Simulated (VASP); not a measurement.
# Ti (I4/mmm) in VASP: further runs

The runs below take Ti through single point, with PBEsol.

Everything below comes from runs of VASP 6.6.1. Logs are shortened: lines on timing, memory, paths and dates and some standing lists are left out, and cuts for length are marked.

## Step 1: The cell of the first run

Symmetry: I4/mmm, No. 139, tetragonal system. The conventional cell has a = 3.085 Å, b = 3.085 Å, c = 3.282 Å, α = 90.00°, β = 90.00°, γ = 90.00°. Ti (site symmetry 4/mmm) has 14 Ti at 2.73 to 3.28 Å within 3.6 Å.

## Step 2: Single point, PBEsol (strain -0.0600 x Voigt [1, 1, 0, 0, 0, 0])

Input file INCAR:

```
SYSTEM = Ti
ALGO = Normal
EDIFF = 1E-6
ENCUT = 520
GGA = PS
ISIF = 2
ISMEAR = 0
LASPH = .TRUE.
LCHARG = .FALSE.
LREAL = .FALSE.
LWAVE = .FALSE.
NBANDS = 12
NELM = 60
PREC = Accurate
SIGMA = 0.15
```

Input file KPOINTS:

```
k-points
0
G
  20 20 20
  0 0 0
```

Input file POSCAR:

```
Ti
1.0
   -1.5425400000      1.5425400000      1.6410000000
    1.5425400000     -1.5425400000      1.6410000000
    1.5425400000      1.5425400000     -1.6410000000
Ti
1
Direct
    0.0000000000      0.0000000000      0.0000000000
```

Potentials or basis: VASP PAW PBE potentials, release 64 (Ti_sv).

Run with:

```console
$ cat potpaw_PBE.64/Ti_sv/POTCAR > POTCAR
$ mpirun -np 1 vasp_std > vasp.out
```

OUTCAR:

```text
SYSTEM = Ti
   EDIFF = 1E-6
   ENCUT = 520
   GGA = PS
   ISIF = 2
   ISMEAR = 0
   LASPH = .TRUE.
   LREAL = .FALSE.
   NELM = 60
   PREC = Accurate

 ion  position               nearest neighbor table
   1  0.000  0.000  0.000-

  LATTYP: Found a body centered tetragonal cell.
 ALAT       =     3.0850800000
 C/A-ratio  =     1.0638297872

  Lattice vectors:

 A1 = (  -1.5425400000,   1.5425400000,   1.6410000000)
 A2 = (   1.5425400000,  -1.5425400000,   1.6410000000)
 A3 = (   1.5425400000,   1.5425400000,  -1.6410000000)

Analysis of symmetry for initial positions (statically):
=====================================================================
 Subroutine PRICEL returns:
 Original cell was already a primitive cell.

 Routine SETGRP: Setting up the symmetry group for a
 body centered tetragonal supercell.

 Subroutine GETGRP returns: Found 16 space group operations
 (whereof 16 operations were pure point group operations)
 out of a pool of 16 trial point group operations.

The static configuration has the point symmetry D_4h.

Analysis of symmetry for dynamics (positions and initial velocities):
=====================================================================
 Subroutine PRICEL returns:
 Original cell was already a primitive cell.

 Routine SETGRP: Setting up the symmetry group for a
 body centered tetragonal supercell.

 Subroutine GETGRP returns: Found 16 space group operations
 (whereof 16 operations were pure point group operations)
 out of a pool of 16 trial point group operations.

The dynamic configuration has the point symmetry D_4h.

 Subroutine INISYM returns: Found 16 space group operations
 (whereof 16 operations are pure point group operations),
 and found     1 'primitive' translations

----------------------------------------------------------------------------------------

                                     Primitive cell

  volume of cell :      15.6186

  direct lattice vectors                    reciprocal lattice vectors
    -1.542540000  1.542540000  1.641000000     0.000000000  0.324140703  0.304692261
     1.542540000 -1.542540000  1.641000000     0.324140703  0.000000000  0.304692261
     1.542540000  1.542540000 -1.641000000     0.324140703  0.324140703  0.000000000

  length of vectors
[... 85 lines left out ...]
   NFREE  =      0    steps in history (QN), initial steepest desc. (CG)
   ISIF   =      2    stress and relaxation
   ISYM   =      2    0-nonsym 1-usesym 2-fastsym
   POTIM  = 0.5000    time-step for ionic-motion
   TEBEG  =    0.0;   TEEND  =   0.0 temperature during run
   PSTRESS=    0.0 pullay stress
   NELECT =      12.0000    total number of electrons
   NUPDOWN=      -1.0000    fix difference up-down
   EMIN   =  10.00;   EMAX   =-10.00  energy-range for DOS
   EFERMI =   0.00;   METHOD = LEGACY
   ISMEAR =     0;   SIGMA  =   0.15  broadening in eV -4-tet -1-fermi 0-gaus
   EFERMI_NEDOS =   21; number of points for ismear=-14 and -15
   IALGO  =     38    algorithm
   IMIX   =      4    mixing-type and parameters
     AMIX     =   0.40;   BMIX     =  1.00
     AMIX_MAG =   1.60;   BMIX_MAG =  1.00
  volume/ion in A,a.u.               =      15.62       105.40
  Fermi-wavevector in a.u.,A,eV,Ry     =   1.499414  2.833481 30.589176  2.248241
  Thomas-Fermi vector in A             =   2.611047
   LORBIT       =      0    0 simple, 1 ext, 2 COOP (PROOUT), +10 PAW based schemes
   GGA     = PS    functional components
   LHFCALC =     F    Hartree Fock is set to
   AEXX    =    0.0000 exact exchange contribution
   IVDW    =     0    specifies the selected vdW correction
   LEPSILON=     F    determine dielectric tensor
   LRPA    =     F    only Hartree local field effects (RPA)
 non-spin polarized calculation
 Gauss-broadening in eV      SIGMA  =   0.15
  energy-cutoff  :      520.00
  volume of cell :       15.62
 maximum number of plane-waves:       442
   NGX = 11   NGY = 11   NGZ = 11

 number of electron      12.0000000 magnetization

 Free energy of the ion-electron system (eV)
  ---------------------------------------------------
  ext. energy  EPLUGINS =         0.00000000
  ---------------------------------------------------
  free energy    TOTEN  =        -8.23080144 eV

  energy without entropy =       -8.20816722  energy(sigma->0) =       -8.21948433

 E-fermi :   9.1141     XC(G=0): -12.1481

 val. band max:        9.1131918693   @ k =   0.3000   0.1500   0.0500
 cond. band min:       9.1141556553   @ k =  -0.2500  -0.4000   0.1000
 fundamental gap:      0.0009637860
 Fermi energy:         9.1141433901

 k-point     1 :       0.0000    0.0000    0.0000
  band No.  band energies     occupation
      1     -47.0025      2.00000
      2     -22.8039      2.00000
      3     -22.8039      2.00000
      4     -22.8017      2.00000
      5       2.9380      2.00000
      6      10.0343      0.00000
      7      10.0343      0.00000
      8      10.5147      0.00000
      9      11.8754      0.00000
     10      12.4394      0.00000
     11      26.5687      0.00000
     12      27.6984      0.00000
[... 331 lines left out ...]
 k-point    24 :      -0.3500    0.0500    0.0000
  band No.  band energies     occupation
      1     -46.8539      2.00000
      2     -23.5142      2.00000
      3     -23.0084      2.00000
      4     -22.8156      2.00000
      5       5.8756      2.00000
      6       9.1390      0.81477
      7       9.3824      0.01144
      8      11.7335      0.00000
      9      12.5299      0.00000
     10      12.7780      0.00000
     11      21.8790      0.00000
     12      24.7270      0.00000

 [... further k-points ...]

------------------------ aborting loop because EDIFF is reached ----------------------------------------

  FORCE on cell =-STRESS in cart. coord.  units (eV):
  Direction    XX          YY          ZZ          XY          YZ          ZX
  --------------------------------------------------------------------------------------
  -------------------------------------------------------------------------------------
  Total        0.6518605      0.6518605      0.7225650      0.0000000      0.0000000     -0.0000000
  in kB       66.8688377     66.8688377     74.1218186      0.0000000      0.0000000     -0.0000000
  external PRESSURE =      69.2864980 kB  Pullay stress =       0.0000000 kB

 VOLUME and BASIS-vectors are now :
 -----------------------------------------------------------------------------
  energy-cutoff  :      520.00
  volume of cell :       15.62
      direct lattice vectors                 reciprocal lattice vectors
    -1.542540000  1.542540000  1.641000000     0.000000000  0.324140703  0.304692261
     1.542540000 -1.542540000  1.641000000     0.324140703  0.000000000  0.304692261
     1.542540000  1.542540000 -1.641000000     0.324140703  0.324140703  0.000000000

 POSITION                                       TOTAL-FORCE (eV/Angst)
 -----------------------------------------------------------------------------------
      0.00000      0.00000      0.00000        -0.000000     -0.000000     -0.000000
 -----------------------------------------------------------------------------------
    total drift:                                0.000000     -0.000000      0.000000

  FREE ENERGIE OF THE ION-ELECTRON SYSTEM (eV)
  ---------------------------------------------------
  free  energy   TOTEN  =        -8.2308014361 eV

  energy  without entropy=       -8.2081672163  energy(sigma->0) =       -8.21948433
```

OSZICAR:

```text
N       E                     dE             d eps       ncg     rms          rms(c)
DAV:   1     0.857126454562E+02    0.85713E+02   -0.65459E+03 15436   0.123E+03
DAV:   2    -0.502471262450E+01   -0.90737E+02   -0.88229E+02 15680   0.298E+02
DAV:   3    -0.910458338747E+01   -0.40799E+01   -0.40314E+01 20944   0.644E+01
DAV:   4    -0.919455095735E+01   -0.89968E-01   -0.89876E-01 17312   0.840E+00
DAV:   5    -0.919685325588E+01   -0.23023E-02   -0.23023E-02 17876   0.117E+00    0.965E+00
DAV:   6    -0.822528513644E+01    0.97157E+00   -0.21277E+00 16824   0.214E+01    0.260E+00
DAV:   7    -0.821719478784E+01    0.80903E-02   -0.96805E-02 18688   0.363E+00    0.139E+00
DAV:   8    -0.823037641317E+01   -0.13182E-01   -0.43770E-02 15880   0.244E+00    0.138E-01
DAV:   9    -0.823074352251E+01   -0.36711E-03   -0.39062E-03 18836   0.624E-01    0.994E-02
DAV:  10    -0.823082773766E+01   -0.84215E-04   -0.33593E-04 16200   0.211E-01    0.190E-02
DAV:  11    -0.823080177618E+01    0.25961E-04   -0.23293E-05 18272   0.684E-02    0.888E-03
DAV:  12    -0.823080143607E+01    0.34010E-06   -0.14328E-06 14380   0.142E-02
   1 F= -.82308014E+01 E0= -.82194843E+01  d E =-.226342E-01
```

Wall time 34 s (1 thread of AMD EPYC 9R45 (Zen 5), shared host); peak memory 0.19 GiB.

Results:

| Property | Result |
| --- | --- |
| Free energy | -8.2308 eV |
| Pressure | 6.9 GPa |
| Band gap on the k mesh | zero (bands 6 and 7 overlap by 1.72 eV) |

Levels at points of the mesh, in eV from the Fermi level:
```tsv
k point	band 4	band 5	band 6	band 7	band 8	band 9
(0.00, 0.00, 0.00)	-31.92	-6.18	0.92	0.92	1.40	2.76
(0.50, 0.00, 0.00)	-31.92	-2.73	-0.33	1.37	2.75	3.54
(0.50, 0.50, 0.00)	-31.96	-2.77	-0.92	1.83	3.45	3.67
(0.50, 0.50, 0.50)	-32.52	-2.60	-2.40	4.38	4.51	4.51
```

Caveat: the cell differs from its parent crystal (strain -0.0600 x Voigt [1, 1, 0, 0, 0, 0]); the cell stands under pressure; the PAW data sets were made with another functional, which shifts forces and pressure a little.

## Step 3: Single point, PBEsol (strain -0.0450 x Voigt [1, 1, 0, 0, 0, 0])

Input file INCAR:

```
  PREC = Accurate
  ENCUT = 520
  EDIFF = 1E-6
  ISMEAR = 0
  SIGMA = 0.15
  LREAL = F
  LASPH = T
  NELM = 60
  ALGO = Normal
  ISIF = 2
  LWAVE = F
  LCHARG = F
  GGA = PS
  NBANDS = 12
```

Input file KPOINTS:

```
Automatic mesh
0
Gamma
  20 20 20
```

Input file POSCAR:

```
Ti
1.0
   -1.5671550000      1.5671550000      1.6410000000
    1.5671550000     -1.5671550000      1.6410000000
    1.5671550000      1.5671550000     -1.6410000000
Ti
1
Direct
    0.0000000000      0.0000000000      0.0000000000
```

Potentials or basis: VASP PAW PBE potentials, release 64 (Ti_sv).

Run with:

```console
$ cat potpaw_PBE.64/Ti_sv/POTCAR > POTCAR
$ mpirun -np 1 vasp_std > vasp.out
```

OUTCAR:

```text
PREC = Accurate
   ENCUT = 520
   EDIFF = 1E-6
   ISMEAR = 0
   LREAL = F
   LASPH = T
   NELM = 60
   ISIF = 2
   GGA = PS

 ion  position               nearest neighbor table
   1  0.000  0.000  0.000-

  LATTYP: Found a body centered tetragonal cell.
 ALAT       =     3.1343100000
 C/A-ratio  =     1.0471204188

  Lattice vectors:

 A1 = (  -1.5671550000,   1.5671550000,   1.6410000000)
 A2 = (   1.5671550000,  -1.5671550000,   1.6410000000)
 A3 = (   1.5671550000,   1.5671550000,  -1.6410000000)

Analysis of symmetry for initial positions (statically):
=====================================================================
 Subroutine PRICEL returns:
 Original cell was already a primitive cell.

 Routine SETGRP: Setting up the symmetry group for a
 body centered tetragonal supercell.

 Subroutine GETGRP returns: Found 16 space group operations
 (whereof 16 operations were pure point group operations)
 out of a pool of 16 trial point group operations.

The static configuration has the point symmetry D_4h.

Analysis of symmetry for dynamics (positions and initial velocities):
=====================================================================
 Subroutine PRICEL returns:
 Original cell was already a primitive cell.

 Routine SETGRP: Setting up the symmetry group for a
 body centered tetragonal supercell.

 Subroutine GETGRP returns: Found 16 space group operations
 (whereof 16 operations were pure point group operations)
 out of a pool of 16 trial point group operations.

The dynamic configuration has the point symmetry D_4h.

 Subroutine INISYM returns: Found 16 space group operations
 (whereof 16 operations are pure point group operations),
 and found     1 'primitive' translations

----------------------------------------------------------------------------------------

                                     Primitive cell

  volume of cell :      16.1210
[... 113 lines left out ...]
   LHFCALC =     F    Hartree Fock is set to
   AEXX    =    0.0000 exact exchange contribution
   IVDW    =     0    specifies the selected vdW correction
   LEPSILON=     F    determine dielectric tensor
   LRPA    =     F    only Hartree local field effects (RPA)
 non-spin polarized calculation
 Gauss-broadening in eV      SIGMA  =   0.15
  energy-cutoff  :      520.00
  volume of cell :       16.12
 maximum number of plane-waves:       450
 NGX is ok and might be reduce to    24
   NGX = 11   NGY = 11   NGZ = 11

 number of electron      12.0000000 magnetization

 Free energy of the ion-electron system (eV)
  ---------------------------------------------------
  ext. energy  EPLUGINS =         0.00000000
  ---------------------------------------------------
  free energy    TOTEN  =        -8.24539801 eV

  energy without entropy =       -8.22190243  energy(sigma->0) =       -8.23365022

 E-fermi :   8.7561     XC(G=0): -11.9921

 val. band max:        8.7542124352   @ k =   0.3000   0.1500   0.0500
 cond. band min:       8.7599143904   @ k =  -0.0500  -0.3500   0.0500
 fundamental gap:      0.0057019552
 Fermi energy:         8.7561147178

 k-point     1 :       0.0000    0.0000    0.0000
  band No.  band energies     occupation
      1     -47.4076      2.00000
      2     -23.2592      2.00000
      3     -23.2592      2.00000
      4     -23.2573      2.00000
      5       2.6445      2.00000
      6       9.6925      0.00000
      7       9.6925      0.00000
      8      10.0403      0.00000
      9      11.5173      0.00000
     10      11.9252      0.00000
     11      26.1684      0.00000
     12      27.0004      0.00000
[... 331 lines left out ...]
 k-point    24 :      -0.3500    0.0500   -0.0000
  band No.  band energies     occupation
      1     -47.2761      2.00000
      2     -23.9004      2.00000
      3     -23.4492      2.00000
      4     -23.2691      2.00000
      5       5.5489      2.00000
      6       8.7608      0.96454
      7       9.0207      0.01262
      8      11.3602      0.00000
      9      12.0445      0.00000
     10      12.2955      0.00000
     11      21.1978      0.00000
     12      24.0754      0.00000

 [... further k-points ...]

------------------------ aborting loop because EDIFF is reached ----------------------------------------

  FORCE on cell =-STRESS in cart. coord.  units (eV):
  Direction    XX          YY          ZZ          XY          YZ          ZX
  --------------------------------------------------------------------------------------
  -------------------------------------------------------------------------------------
  Total        0.2611721      0.2611721      0.3310454      0.0000000      0.0000000      0.0000000
  in kB       25.9564212     25.9564212     32.9007362      0.0000000      0.0000000      0.0000000
  external PRESSURE =      28.2711928 kB  Pullay stress =       0.0000000 kB

 VOLUME and BASIS-vectors are now :
 -----------------------------------------------------------------------------
  energy-cutoff  :      520.00
  volume of cell :       16.12
      direct lattice vectors                 reciprocal lattice vectors
    -1.567155000  1.567155000  1.641000000     0.000000000  0.319049488  0.304692261
     1.567155000 -1.567155000  1.641000000     0.319049488  0.000000000  0.304692261
     1.567155000  1.567155000 -1.641000000     0.319049488  0.319049488  0.000000000

 POSITION                                       TOTAL-FORCE (eV/Angst)
 -----------------------------------------------------------------------------------
      0.00000      0.00000      0.00000         0.000000      0.000000      0.000000
 -----------------------------------------------------------------------------------
    total drift:                               -0.000000      0.000000      0.000000

  FREE ENERGIE OF THE ION-ELECTRON SYSTEM (eV)
  ---------------------------------------------------
  free  energy   TOTEN  =        -8.2453980118 eV

  energy  without entropy=       -8.2219024302  energy(sigma->0) =       -8.23365022
```

stdout:

```text
POSCAR found type information on POSCAR Ti
 POSCAR found :  1 types and       1 ions
 scaLAPACK will be used
 -----------------------------------------------------------------------------
|                                                                             |
|                                                                             |
|     You enforced a specific xc type in the INCAR file but a different       |
|     I HOPE YOU KNOW WHAT YOU ARE DOING!                                     |
|                                                                             |
 -----------------------------------------------------------------------------

 LDA part: xc-table for (Slater+PW92), standard interpolation
 POSCAR, INCAR and KPOINTS ok, starting setup
 FFT: planning ... GRIDC
 FFT: planning ... GRID_SOFT
 FFT: planning ... GRID
 WAVECAR not read
 entering main loop
```

Run time: 50 s. Hardware: 1 thread of AMD EPYC 9R45 (Zen 5), shared host; peak memory 0.21 GiB.

What came out:

- Free energy: -8.2454 eV
- Pressure: 2.8 GPa
- Band gap on the k mesh: zero (bands 6 and 7 overlap by 1.68 eV)

Caveat: the cell differs from its parent crystal (strain -0.0450 x Voigt [1, 1, 0, 0, 0, 0]); the PAW data sets were made with another functional, which shifts forces and pressure a little.
